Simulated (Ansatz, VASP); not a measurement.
## Two plane-wave programs on SnSe2

```xyz
3
Lattice="3.8379 0.0000 0.0000 -1.9189 3.3237 0.0000 0.0000 0.0000 6.0038" Properties=species:S:1:pos:R:3 pbc="T T T"
Sn    0.0000    0.0000    0.0000
Se    0.0000    2.2158    1.5940
Se    1.9189    1.1079    4.4099
```

Alike in both runs: functional PBE; dispersion D4; k mesh 12 × 12 × 6; occupations gaussian, width 0.02 eV; no spin polarisation.

Ansatz relaxed the structure, and its values are those at the end. VASP's run is a single point on that final structure, the one shown.

|  | VASP | Ansatz |
| --- | --- | --- |
| version | VASP 6.6.1 | Ansatz 0.2.0 |
| potentials or method | VASP PAW PBE potentials, release 64 (Sn_d, Se), cutoff 520 eV | scalar-relativistic, plane waves, PAW |
| valence electrons in the cell | 26 | 46 |

VASP gave:

| Quantity | Value |
| --- | --- |
| gap on the k mesh at the Fermi level (eV) | 0.34 |
| least direct gap on the mesh (eV) | 0.82 |
| pressure (GPa) | 0.1 |
| rms of the force components (eV/Å) | 0.006 |

Which values does Ansatz return?

gap on the k mesh at the Fermi level (eV): 0.34; least direct gap on the mesh (eV): 0.83; pressure (GPa): 0.0; rms of the force components (eV/Å): 0.000.

VASP's potentials hold 26 valence electrons a cell and Ansatz's 46, so a difference there can come from the potentials and not from the codes.
